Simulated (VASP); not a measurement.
# C (Cmme) in VASP: a series of runs

Runs on C. Level: PBE. Tasks: single point.

Program: VASP 6.6.1. These are calculated values, not measurements. Logs are shortened: lines on timing, memory, paths and dates and some standing lists are left out, and cuts for length are marked.

## Step 1: The cell of the first run

Symmetry: Cmme, No. 67, orthorhombic system. Conventional cell: a = 2.351 Å, b = 4.472 Å, c = 8.707 Å, α = 90.00°, β = 90.00°, γ = 90.00°. C (site symmetry m) has 3 C at 1.39 to 1.49 Å within 1.9 Å.

## Step 2: Single point, PBE (normal strain along x -0.0467, normal strain along y +0.0467)

INCAR reads:

```
SYSTEM = C
PREC = Accurate ; ENCUT = 520
EDIFF = 1E-7 ; ISMEAR = 0
SIGMA = 0.15 ; LREAL = .False.
LASPH = .True. ; NELM = 80
ALGO = Normal ; ISIF = 2
LWAVE = .False. ; LCHARG = .False.
GGA = PE ; NBANDS = 16
```

KPOINTS reads:

```
Automatic mesh
0
Gamma
  18 18 6
  0 0 0
```

POSCAR reads:

```
C
1.0
    1.1756830526     -2.2357977242      0.0000000000
    1.1756830526      2.2357977242      0.0000000000
    0.0000000000      0.0000000000      8.7070207245
C
4
Direct
    0.0833329406      0.9166670594      0.7503043452
    0.5833329406      0.4166670594      0.2496956548
    0.9166670594      0.0833329406      0.2496956548
    0.4166670594      0.5833329406      0.7503043452
```

Potentials or basis: VASP PAW PBE potentials, release 64 (C).

Started as:

```sh
$ cat potpaw_PBE.64/C/POTCAR > POTCAR
$ mpirun -np 1 vasp_std > vasp.out
```

OUTCAR:

```text
SYSTEM = C
   PREC = Accurate
   ENCUT = 520
   EDIFF = 1E-7
   ISMEAR = 0
   LREAL = .False.
   LASPH = .True.
   NELM = 80
   ISIF = 2
   GGA = PE

 ion  position               nearest neighbor table
   1  0.083  0.917  0.750-   4 1.39   4 1.39   4 1.49
   2  0.583  0.417  0.250-   3 1.39   3 1.39   3 1.49
   3  0.917  0.083  0.250-   2 1.39   2 1.39   2 1.49
   4  0.417  0.583  0.750-   1 1.39   1 1.39   1 1.49

  LATTYP: Found a base centered orthorhombic cell.
 ALAT       =     2.3513661052
 B/A-ratio  =     1.9017010743
 C/A-ratio  =     3.7029625907

  Lattice vectors:

 A1 = (   1.1756830526,  -2.2357977242,   0.0000000000)
 A2 = (   1.1756830526,   2.2357977242,   0.0000000000)
 A3 = (   0.0000000000,   0.0000000000,   8.7070207245)

Analysis of symmetry for initial positions (statically):
=====================================================================
 Subroutine PRICEL returns:
 Original cell was already a primitive cell.

 Routine SETGRP: Setting up the symmetry group for a
 base centered orthorhombic supercell.

 Subroutine GETGRP returns: Found  8 space group operations
 (whereof  4 operations were pure point group operations)
 out of a pool of  8 trial point group operations.

The static configuration has the point symmetry C_2h.
 The point group associated with its full space group is D_2h.

Analysis of symmetry for dynamics (positions and initial velocities):
=====================================================================
 Subroutine PRICEL returns:
 Original cell was already a primitive cell.

 Routine SETGRP: Setting up the symmetry group for a
 base centered orthorhombic supercell.

 Subroutine GETGRP returns: Found  8 space group operations
 (whereof  4 operations were pure point group operations)
 out of a pool of  8 trial point group operations.

The dynamic configuration has the point symmetry C_2h.
 The point group associated with its full space group is D_2h.

 Subroutine INISYM returns: Found  8 space group operations
 (whereof  4 operations are pure point group operations),
 and found     1 'primitive' translations

----------------------------------------------------------------------------------------

                                     Primitive cell

  volume of cell :      45.7744

  direct lattice vectors                    reciprocal lattice vectors
     1.175683053 -2.235797724  0.000000000     0.425284688 -0.223633826  0.000000000
     1.175683053  2.235797724  0.000000000     0.425284688  0.223633826  0.000000000
     0.000000000  0.000000000  8.707020724     0.000000000  0.000000000  0.114849847

  length of vectors
     2.526068507  2.526068507  8.707020724     0.480498859  0.480498859  0.114849847

  position of ions in fractional coordinates (direct lattice)
     0.083332941  0.916667059  0.750304345
     0.583332941  0.416667059  0.249695655
     0.916667059  0.083332941  0.249695655
     0.416667059  0.583332941  0.750304345

  ion indices of the primitive-cell ions
   primitive index   ion index
                 1           1
                 2           2
                 3           3
                 4           4

----------------------------------------------------------------------------------------

 KPOINTS: Automatic mesh

Automatic generation of k-mesh.
 Grid dimensions read from file:
 generate k-points for:   18   18    6

 Generating k-lattice:

  Cartesian coordinates                     Fractional coordinates (reciprocal lattice)
     0.023626927 -0.012424101  0.000000000     0.055555556  0.000000000  0.000000000
     0.023626927  0.012424101  0.000000000     0.000000000  0.055555556  0.000000000
     0.000000000  0.000000000  0.019141641     0.000000000  0.000000000  0.166666667

  Length of vectors
     0.026694381  0.026694381  0.019141641

  Shift w.r.t. Gamma in fractional coordinates (k-lattice)
     0.000000000  0.000000000  0.000000000

 Subroutine IBZKPT returns following result:
 ===========================================

 Found    364 irreducible k-points:

 Following reciprocal coordinates:
            Coordinates               Weight
  0.000000  0.000000  0.000000      1.000000
  0.055556  0.000000  0.000000      4.000000
  0.111111  0.000000  0.000000      4.000000
  0.166667  0.000000  0.000000      4.000000
  0.222222  0.000000  0.000000      4.000000
  0.277778 -0.000000  0.000000      4.000000
[... 16 lines left out ...]
 -0.277778  0.055556  0.000000      4.000000
 -0.222222  0.055556  0.000000      4.000000
 [... further k-points ...]
   k-points           NKPTS =    364   k-points in BZ     NKDIM =    364   number of bands    NBANDS=     16
   number of dos      NEDOS =    301   number of ions     NIONS =      4
   total plane-waves  NPLWV =  28000
   dimension x,y,z NGX =    20 NGY =   20 NGZ =   70
   dimension x,y,z NGXF=    40 NGYF=   40 NGZF=  140
   ions per type =               4
   NGX,Y,Z   is equivalent  to a cutoff of  13.16, 13.16, 13.37 a.u.
   NGXF,Y,Z  is equivalent  to a cutoff of  26.32, 26.32, 26.73 a.u.
 SYSTEM =  C
   PREC   = accura    normal or accurate (medium, high low for compatibility)
   ISTART =      0    job   : 0-new  1-cont  2-samecut
   ICHARG =      2    charge: 1-file 2-atom 10-const
   ISPIN  =      1    spin polarized calculation?
   LNONCOLLINEAR =      F non collinear calculations
   LSORBIT =      F    spin-orbit coupling
   LASPH  =      T    aspherical Exc in radial PAW
   ENCUT  =  520.0 eV  38.22 Ry    6.18 a.u.   4.70  4.70 16.19*2*pi/ulx,y,z
   NELM   =     80;   NELMIN=  2; NELMDL= -5     # of ELM steps
   EDIFF  = 0.1E-06   stopping-criterion for ELM
   LREAL  =      F    real-space projection
   EDIFFG = 0.1E-05   stopping-criterion for IOM
   NSW    =      0    number of steps for IOM
   IBRION =     -1    ionic relax: 0-MD 1-quasi-New 2-CG
   NFREE  =      0    steps in history (QN), initial steepest desc. (CG)
   ISIF   =      2    stress and relaxation
   ISYM   =      2    0-nonsym 1-usesym 2-fastsym
   POTIM  = 0.5000    time-step for ionic-motion
   TEBEG  =    0.0;   TEEND  =   0.0 temperature during run
   PSTRESS=    0.0 pullay stress
   NELECT =      16.0000    total number of electrons
   NUPDOWN=      -1.0000    fix difference up-down
   EMIN   =  10.00;   EMAX   =-10.00  energy-range for DOS
   EFERMI =   0.00;   METHOD = LEGACY
   ISMEAR =     0;   SIGMA  =   0.15  broadening in eV -4-tet -1-fermi 0-gaus
   EFERMI_NEDOS =   21; number of points for ismear=-14 and -15
   IALGO  =     38    algorithm
   IMIX   =      4    mixing-type and parameters
     AMIX     =   0.40;   BMIX     =  1.00
     AMIX_MAG =   1.60;   BMIX_MAG =  1.00
  volume/ion in A,a.u.               =      11.44        77.23
  Fermi-wavevector in a.u.,A,eV,Ry     =   1.153207  2.179246 18.094212  1.329887
  Thomas-Fermi vector in A             =   2.289853
   LORBIT       =      0    0 simple, 1 ext, 2 COOP (PROOUT), +10 PAW based schemes
   GGA     = PE    functional components
   LHFCALC =     F    Hartree Fock is set to
   AEXX    =    0.0000 exact exchange contribution
   IVDW    =     0    specifies the selected vdW correction
   LEPSILON=     F    determine dielectric tensor
   LRPA    =     F    only Hartree local field effects (RPA)
 non-spin polarized calculation
 Gauss-broadening in eV      SIGMA  =   0.15
  energy-cutoff  :      520.00
  volume of cell :       45.77
 maximum number of plane-waves:      1254
   NGX =  9   NGY =  9   NGZ = 33

 number of electron      16.0000001 magnetization

 Free energy of the ion-electron system (eV)
  ---------------------------------------------------
  ext. energy  EPLUGINS =         0.00000000
  ---------------------------------------------------
  free energy    TOTEN  =       -36.47071854 eV

  energy without entropy =      -36.47071737  energy(sigma->0) =      -36.47071796

 E-fermi :   2.7161     XC(G=0):  -8.5965

 val. band max:        2.3016515081   @ k =   0.3333   0.2778   0.0000
 cond. band min:       3.1144070475   @ k =   0.3333   0.2778   0.0000
 fundamental gap:      0.8127555394
 Fermi energy:         2.7160684232

 k-point     1 :       0.0000    0.0000    0.0000
  band No.  band energies     occupation
      1     -16.9084      2.00000
      2     -16.8797      2.00000
      3      -5.1791      2.00000
      4      -4.7618      2.00000
      5      -0.6868      2.00000
      6      -0.6821      2.00000
[... 8 lines left out ...]
     15      12.6212      0.00000
     16      14.0268      0.00000

 k-point     2 :       0.0556    0.0000    0.0000
  band No.  band energies     occupation
      1     -16.8316      2.00000
      2     -16.8031      2.00000
      3      -5.0860      2.00000
      4      -4.6704      2.00000
      5      -0.8539      2.00000
      6      -0.8494      2.00000
[... 8 lines left out ...]
     15      12.7316      0.00000
     16      13.7903      0.00000

 k-point     3 :       0.1111    0.0000    0.0000
  band No.  band energies     occupation
      1     -16.6017      2.00000
      2     -16.5737      2.00000
      3      -4.8078      2.00000
      4      -4.3974      2.00000
      5      -1.3383      2.00000
      6      -1.3355      2.00000
[... 8 lines left out ...]
     15      13.0290      0.00000
     16      13.1072      0.00000

 k-point     4 :       0.1667    0.0000    0.0000
  band No.  band energies     occupation
      1     -16.2198      2.00000
      2     -16.1927      2.00000
      3      -4.3474      2.00000
      4      -3.9459      2.00000
      5      -2.3516      2.00000
      6      -2.3490      2.00000
[... 8 lines left out ...]
     15      12.9584      0.00000
     16      12.9668      0.00000
[... 324 lines left out ...]
 k-point    22 :      -0.3333    0.0556    0.0000
  band No.  band energies     occupation
      1     -14.6258      2.00000
      2     -14.6022      2.00000
      3      -5.7626      2.00000
      4      -5.7548      2.00000
      5      -3.6497      2.00000
      6      -3.6461      2.00000
[... 8 lines left out ...]
     15      15.3268      0.00000
     16      17.7213      0.00000

 k-point    23 :      -0.2778    0.0556    0.0000
  band No.  band energies     occupation
      1     -15.3646      2.00000
      2     -15.3394      2.00000
      3      -4.2933      2.00000
      4      -4.2883      2.00000
      5      -3.3290      2.00000
      6      -3.1148      2.00000
[... 8 lines left out ...]
     15      14.4834      0.00000
     16      15.9862      0.00000

 k-point    24 :      -0.2222    0.0556    0.0000
  band No.  band energies     occupation
      1     -15.9588      2.00000
      2     -15.9324      2.00000
      3      -4.0372      2.00000
      4      -3.6426      2.00000
      5      -3.0033      2.00000
      6      -3.0031      2.00000
[... 8 lines left out ...]
     15      13.7937      0.00000
     16      14.3708      0.00000

 [... further k-points ...]
[... 5 lines left out ...]
  --------------------------------------------------------------------------------------
  -------------------------------------------------------------------------------------
  Total       10.4593419     -8.2302094     -0.0118499      0.0000000      0.0000000      0.0000000
  in kB      366.0939923   -288.0707269     -0.4147645      0.0000000      0.0000000      0.0000000
  external PRESSURE =      25.8695003 kB  Pullay stress =       0.0000000 kB

 VOLUME and BASIS-vectors are now :
 -----------------------------------------------------------------------------
  energy-cutoff  :      520.00
  volume of cell :       45.77
      direct lattice vectors                 reciprocal lattice vectors
     1.175683053 -2.235797724  0.000000000     0.425284688 -0.223633826  0.000000000
     1.175683053  2.235797724  0.000000000     0.425284688  0.223633826  0.000000000
     0.000000000  0.000000000  8.707020724     0.000000000  0.000000000  0.114849847

 POSITION                                       TOTAL-FORCE (eV/Angst)
 -----------------------------------------------------------------------------------
      1.17568      1.86317      6.53292         0.000000     -0.845977     -0.000085
      1.17568     -0.37263      2.17411         0.000000     -0.845977      0.000085
      1.17568     -1.86317      2.17411         0.000000      0.845977      0.000085
      1.17568      0.37263      6.53292         0.000000      0.845977     -0.000085
 -----------------------------------------------------------------------------------
    total drift:                                0.000000      0.000000      0.000000

  FREE ENERGIE OF THE ION-ELECTRON SYSTEM (eV)
  ---------------------------------------------------
  free  energy   TOTEN  =       -36.4707185364 eV

  energy  without entropy=      -36.4707173744  energy(sigma->0) =      -36.47071796
```

It took 2 min on 1 thread of Intel Xeon 6975P-C (Granite Rapids), shared host; peak memory 0.3 GiB.

Results:

| Item | Value |
| --- | --- |
| Free energy | -36.4707 eV |
| Pressure | 2.6 GPa |
| Largest force | 0.846 eV/Å |

Forces in eV/Å, atoms in the order of the input:
```
C    0.000 -0.846  0.000
C    0.000 -0.846  0.000
C    0.000  0.846  0.000
C    0.000  0.846  0.000
```

Caveat: the cell differs from its parent crystal (normal strain along x -0.0467, normal strain along y +0.0467); the stress differs along the axes, from -29 to 37 GPa; this functional lacks dispersion, which binds layers or chains, so the pressure and a relaxed spacing across them are unreliable.

## Step 3: Single point, PBE (normal strain along x +0.0467, normal strain along y -0.0467)

INCAR reads:

```
PREC = Accurate ; ENCUT = 520
EDIFF = 1E-6 ; ISMEAR = 0
SIGMA = 0.15 ; LREAL = False
LASPH = True ; NELM = 100
ALGO = Normal ; ISIF = 2
LWAVE = False ; LCHARG = False
GGA = PE ; NBANDS = 16
```

KPOINTS reads:

```
Automatic mesh
0
Gamma
  18 18 6
```

POSCAR, as its differences from that of step 2:

```diff
@@ -2,4 +2,4 @@
 1.0
-    1.1756830526     -2.2357977242      0.0000000000
-    1.1756830526      2.2357977242      0.0000000000
+    1.2908711330     -2.0362911728      0.0000000000
+    1.2908711330      2.0362911728      0.0000000000
     0.0000000000      0.0000000000      8.7070207245
```

Potentials or basis: VASP PAW PBE potentials, release 64 (C).

Started as:

```sh
$ cat potpaw_PBE.64/C/POTCAR > POTCAR
$ mpirun -np 1 vasp_std > vasp.out
```

It took 1.8 min on 1 thread of Intel Xeon 6975P-C (Granite Rapids), shared host; peak memory 0.29 GiB.

The run converged. Its results:

- Free energy: -36.4686 eV
- Pressure: 2.8 GPa
- Largest force: 1.381 eV/Å

Forces in eV/Å, atoms in the order of the input:
```
C    0.000  1.381  0.000
C    0.000  1.381  0.000
C    0.000 -1.381  0.000
C    0.000 -1.381  0.000
```

Stress tensor (GPa, compression positive):
```
-28.71   0.00   0.00
  0.00  37.21   0.00
  0.00   0.00  -0.05
```

Caveat: the cell differs from its parent crystal (normal strain along x +0.0467, normal strain along y -0.0467); the stress differs along the axes, from -29 to 37 GPa; this functional lacks dispersion, which binds layers or chains, so the pressure and a relaxed spacing across them are unreliable; forces of over 1 eV/Å act on the atoms, so gaps and moduli don't describe the material at rest.

## Step 4: Single point, PBE (normal strain along x -0.0467, normal strain along y +0.0700)

INCAR is that of step 3.

KPOINTS reads:

```
regular mesh
0
Gamma
  18 18 6
```

POSCAR, as its differences from that of step 3:

```diff
@@ -2,4 +2,4 @@
 1.0
-    1.2908711330     -2.0362911728      0.0000000000
-    1.2908711330      2.0362911728      0.0000000000
+    1.1756830526     -2.2855675599      0.0000000000
+    1.1756830526      2.2855675599      0.0000000000
     0.0000000000      0.0000000000      8.7070207245
```

Started as:

```sh
$ cat potpaw_PBE.64/C/POTCAR > POTCAR
$ mpirun -np 1 vasp_std > vasp.out
```

Wall time 3.7 min (1 thread of AMD EPYC 7R43 (Zen 3), shared host); peak memory 0.28 GiB.

Results (log left out):

```yaml
Free_energy: -36.2407 eV
Pressure: -3.5 GPa
Largest_force: 0.676 eV/Å
```

Forces on the atoms (eV/Å):
```
C    0.000 -0.676  0.000
C    0.000 -0.676  0.000
C    0.000  0.676  0.000
C    0.000  0.676  0.000
```

Stress tensor (GPa, compression positive):
```
 33.01   0.00   0.00
  0.00 -43.39   0.00
  0.00   0.00  -0.03
```

Caveat: the cell differs from its parent crystal (normal strain along x -0.0467, normal strain along y +0.0700); the stress differs along the axes, from -43 to 33 GPa; this functional lacks dispersion, which binds layers or chains, so the pressure and a relaxed spacing across them are unreliable.

(Part 1 of 3 ends here.)
